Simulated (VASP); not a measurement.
Write the native input for VASP 6.6.1 that does the following.

```
Task                   : single point
Functional             : r2SCAN
Potentials or basis    : VASP PAW PBE potentials, release 64 (Ca_sv)
Cutoff                 : 520 eV
k mesh                 : 9 × 9 × 12
Occupations            : gaussian, width 0.1 eV
Spin                   : no spin polarisation
Dipole correction      : no
Further INCAR settings : ALGO = Normal; EDIFF = 1e-06; NBANDS = 22
```

The system is Ca.

```
Ca
1.0
     6.33874    0.00000    0.00000
    -3.16937    5.48951    0.00000
     0.00000    0.00000    3.77447
Ca
3
Direct
  0.00000 0.00000 0.00000
  0.33333 0.66667 0.50000
  0.66667 0.33333 0.50000
```

This isn't the form of Ca at room conditions, which is fcc.

These files were run (other wordings do the same):

POSCAR

```
Ca
1.0
    6.3387436213      0.0000000000      0.0000000000
   -3.1693718107      5.4895130041      0.0000000000
    0.0000000000      0.0000000000      3.7744695426
Ca
3
Direct
    0.0000000000      0.0000000000      0.0000000000
    0.3333333333      0.6666666667      0.5000000000
    0.6666666667      0.3333333333      0.5000000000
```

INCAR.step1

```
PREC = Accurate ; ENCUT = 520
ISMEAR = 0 ; SIGMA = 0.1
LREAL = False ; LASPH = True
NELM = 80 ; NBANDS = 22
GGA = PE ; ALGO = Normal
EDIFF = 1E-4 ; LWAVE = True
LCHARG = False
```

INCAR.step2

```
PREC = Accurate ; ENCUT = 520
EDIFF = 1E-6 ; ISMEAR = 0
SIGMA = 0.1 ; LREAL = False
LASPH = True ; NELM = 80
ALGO = Normal ; ISIF = 2
LWAVE = False ; LCHARG = False
METAGGA = R2SCAN ; LMIXTAU = True
NBANDS = 22 ; ISTART = 1
```

KPOINTS

```
regular mesh
0
Gamma
  9 9 12
```

Potentials or basis: VASP PAW PBE potentials, release 64 (Ca_sv).

Run with:

```bash
$ cat potpaw_PBE.64/Ca_sv/POTCAR > POTCAR
$ cp INCAR.step1 INCAR
$ mpirun -np 1 vasp_std > vasp.out
$ cp INCAR.step2 INCAR
$ mpirun -np 1 vasp_std > vasp.out
```

Results of the run:

- Pressure: 0.0 GPa
- Band gap on the k mesh: zero (bands 15 and 16 overlap by 0.58 eV)

Caveat: the PAW data sets were made with another functional, which shifts forces and pressure a little.

It took 14 min on 1 thread of Intel Xeon 8259CL (shared host), peak memory 0.38 GiB.
